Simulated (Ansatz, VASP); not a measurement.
# RbZnI3: VASP beside Ansatz

File POSCAR:

```
RbZnI3
1.0
    5.6639668473      0.0000000000      0.0000000000
    0.0000000000      5.6639668473      0.0000000000
    0.0000000000      0.0000000000      5.6639668473
Rb Zn I
1 1 3
Direct
    0.0000000000      0.0000000000      0.0000000000
    0.5000000000      0.5000000000      0.5000000000
    0.5000000000      0.5000000000      0.0000000000
    0.5000000000      0.0000000000      0.5000000000
    0.0000000000      0.5000000000      0.5000000000
```

INCAR.step1

```
  PREC = Accurate
  ENCUT = 520
  ISMEAR = -1
  SIGMA = 0.02
  LREAL = F
  LASPH = T
  NELM = 60
  NBANDS = 29
  GGA = PE
  ALGO = Normal
  EDIFF = 1E-4
  LWAVE = T
  LCHARG = F
```

The input INCAR.step2:

```
  PREC = Accurate
  ENCUT = 520
  EDIFF = 1E-6
  ISMEAR = -1
  SIGMA = 0.02
  LREAL = F
  LASPH = T
  NELM = 60
  ALGO = Normal
  ISIF = 2
  LWAVE = F
  LCHARG = T
  METAGGA = R2SCAN
  LMIXTAU = T
  LELF = T
  LVHAR = T
  NBANDS = 29
  ISTART = 1
```

KPOINTS

```
Automatic mesh
0
Gamma
  4 4 4
```

Input for Ansatz:

```yaml
crystal:
  lattice:
    - [5.6639668473, 0.0, 0.0]
    - [0.0, 5.6639668473, 0.0]
    - [0.0, 0.0, 5.6639668473]
  atoms:
    - { symbol: Rb, position: [0.0, 0.0, 0.0] }
    - { symbol: Zn, position: [0.5, 0.5, 0.5] }
    - { symbol: I, position: [0.5, 0.5, 0.0] }
    - { symbol: I, position: [0.5, 0.0, 0.5] }
    - { symbol: I, position: [0.0, 0.5, 0.5] }
kpoints:
  mp_grid: { grid: [4, 4, 4] }
hamiltonian:
  xc: r2scan
scf:
  occupations: { method: fermi_dirac, width: 0.02 }
  n_extra_bands: 5
output:
  forces: true
  stress: true
  eigenvalues: true
```

Alike in both runs: task single point; functional r2SCAN; k mesh 4 × 4 × 4; occupations fermi-dirac, width 0.02 eV; no spin polarisation.

|  | VASP | Ansatz |
| --- | --- | --- |
| version | VASP 6.6.1 | Ansatz 0.2.0 |
| potentials or method | VASP PAW PBE potentials, release 64 (Rb_sv, Zn, I) | plane waves, PAW |
| plane-wave cutoff (eV) | 520 | 500 |
| valence electrons in the cell | 42 | 72 |

```csv
,VASP,Ansatz,Ansatz less VASP
pressure (GPa),0.8,0.8,-0.02
```

VASP's potentials were made for PBE, not for r2SCAN. VASP's potentials hold 42 valence electrons a cell and Ansatz's 72, so a difference there can come from the potentials and not from the codes.

Spin-orbit coupling is off throughout.
